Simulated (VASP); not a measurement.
**InSb: single point with LDA**

InSb:

```xyz
2
Lattice="-2.6981 2.6981 1.9492 2.6981 -2.6981 1.9492 2.6981 2.6981 -1.9492" Properties=species:S:1:pos:R:3 pbc="T T T"
In    2.6981    0.0000    0.9746
Sb    0.0000    0.0000    0.0000
```

This cell differs from its parent crystal: ratio of the length along z to the lengths across it x 1.3, volume and fractional coordinates fixed.

```
Program             : VASP 6.6.1
Task                : single point
Functional          : LDA
Potentials or basis : VASP PAW LDA potentials, release 64 (In_d, Sb)
Cutoff              : 500 eV
k mesh              : 22 × 22 × 22
Occupations         : gaussian, width 0.15 eV
Spin                : no spin polarisation
```

The pressure is -0.2 GPa. The band gap on the k mesh is zero (bands 9 and 10 overlap by 3.33 eV).

Stress tensor (GPa, compression positive):
```
 0.69  0.00  0.00
 0.00  0.69  0.00
 0.00  0.00 -2.11
```

Levels at points of the mesh, in eV from the Fermi level:
```tsv
k point	band 6	band 7	band 8	band 9	band 10	band 11	band 12	band 13
(0.00, 0.00, 0.00)	-11.29	-1.19	-1.11	-1.11	1.95	4.47	5.13	6.11
(0.50, 0.00, 0.00)	-9.09	-5.59	-1.97	-1.50	-0.71	2.51	3.80	5.82
(0.50, 0.50, 0.00)	-9.71	-7.14	0.12	0.38	2.94	3.74	4.13	4.88
(0.50, 0.50, 0.50)	-8.36	-4.67	-4.29	-4.29	0.40	1.96	9.87	9.87
```

Run time: 11 min on 1 thread of AMD EPYC 7R13, on a shared host, peak memory 0.74 GiB.

Caveat: spin-orbit coupling is left out, which moves the levels of the heavy elements.
